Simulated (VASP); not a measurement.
Here is a VASP 6.6.1 calculation.

INCAR

```
SYSTEM = NaF
PREC = Accurate ; ENCUT = 520
EDIFF = 1E-6 ; ISMEAR = -1
SIGMA = 0.02 ; LREAL = .False.
LASPH = .True. ; NELM = 80
ALGO = Normal ; ISIF = 2
LWAVE = .False. ; LCHARG = .True.
LELF = .True. ; LVHAR = .True.
NBANDS = 14
```

File KPOINTS:

```
regular mesh
0
Gamma
  8 8 8
  0 0 0
```

The input POSCAR:

```
NaF
1.0
    2.7384731630      0.0000000000      0.0000000000
    0.0000000000      2.7384731630      0.0000000000
    0.0000000000      0.0000000000      2.7384731630
Na F
1 1
Direct
    0.0000000000      0.0000000000      0.0000000000
    0.5000000000      0.5000000000      0.5000000000
```

Potentials or basis: VASP PAW LDA potentials, release 64 (Na_pv, F).

Launch:

```bash
$ cat potpaw_LDA.64/Na_pv/POTCAR potpaw_LDA.64/F/POTCAR > POTCAR
$ mpirun -np 1 vasp_std > vasp.out
```

Question: What does it give for the band gap on the k mesh?

Answer: 6.18 eV, indirect (least direct gap 6.55 eV).

Question: Predict the pressure.

Answer: -0.1 GPa.

A k mesh can miss the band edges.
